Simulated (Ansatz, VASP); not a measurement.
One calculation of Sn3Ru, two programs

```
Sn Ru
1.0
     0.00000    3.52086    3.52086
     3.52086    0.00000    3.52086
     3.52086    3.52086    0.00000
Sn Ru
3 1
Direct
  0.25000 0.25000 0.25000
  0.75000 0.75000 0.75000
  0.50000 0.50000 0.50000
  0.00000 0.00000 0.00000
```

Change from the starting cell: species swapped into the Rb3Cd type (Fm-3m, No. 225).

Alike in both runs: functional PBE; k mesh 4 × 4 × 4; occupations gaussian, width 0.1 eV; no spin polarisation.

Ansatz relaxed the structure, and its values are those at the end. VASP's run is a single point on that final structure, the one shown.

|  | VASP | Ansatz |
| --- | --- | --- |
| version | VASP 6.6.1 | Ansatz 0.2.0 |
| potentials or method | VASP PAW PBE potentials, release 64 (Sn_d, Ru_pv), cutoff 520 eV | scalar-relativistic, plane waves, PAW |
| valence electrons in the cell | 56 | 58 |

|  | VASP | Ansatz | Ansatz less VASP |
| --- | --- | --- | --- |
| gap on the k mesh at the Fermi level (eV) | none | none | - |
| pressure (GPa) | 0.0 | 0.0 | +0.03 |

A gap of «none» marks a metal or a gap that the smearing closes. VASP's potentials hold 56 valence electrons a cell and Ansatz's 58, so a difference there can come from the potentials and not from the codes.

The k mesh is coarse, so the values compare programs but aren't converged.
